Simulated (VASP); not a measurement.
A run of VASP 6.6.1:

INCAR

```
PREC = Accurate
ENCUT = 400
EDIFF = 1E-6
ISMEAR = 0
SIGMA = 0.01
LREAL = F
LASPH = T
NELM = 120
ALGO = Normal
ISIF = 2
LWAVE = F
LCHARG = F
GGA = PE
NBANDS = 12
GGA_COMPAT = F
```

Contents of KPOINTS:

```
Automatic mesh
0
Gamma
  1 1 1
```

The input POSCAR:

```
SiS
1.0
    9.0000000000      0.0000000000      0.0000000000
    0.0000000000      9.0000000000      0.0000000000
    0.0000000000      0.0000000000      9.0000000000
Si S
1 1
Direct
    0.5000000000      0.5000000000      0.3928166667
    0.5000000000      0.5000000000      0.6071833333
```

Potentials or basis: VASP PAW PBE potentials, release 64 (Si, S).

Run with:

```bash
$ cat potpaw_PBE.64/Si/POTCAR potpaw_PBE.64/S/POTCAR > POTCAR
$ mpirun -np 1 vasp_gam > vasp.out
```

Hardware: 1 thread of Intel(R) Xeon(R) 6975P-C (Granite Rapids) (shared host).

Q: How long does it take, and how much memory?

A: It took 14 s on 1 thread of Intel(R) Xeon(R) 6975P-C (Granite Rapids), on a shared host, peak memory 0.46 GiB. Counts: scf iterations 21, k points 1.
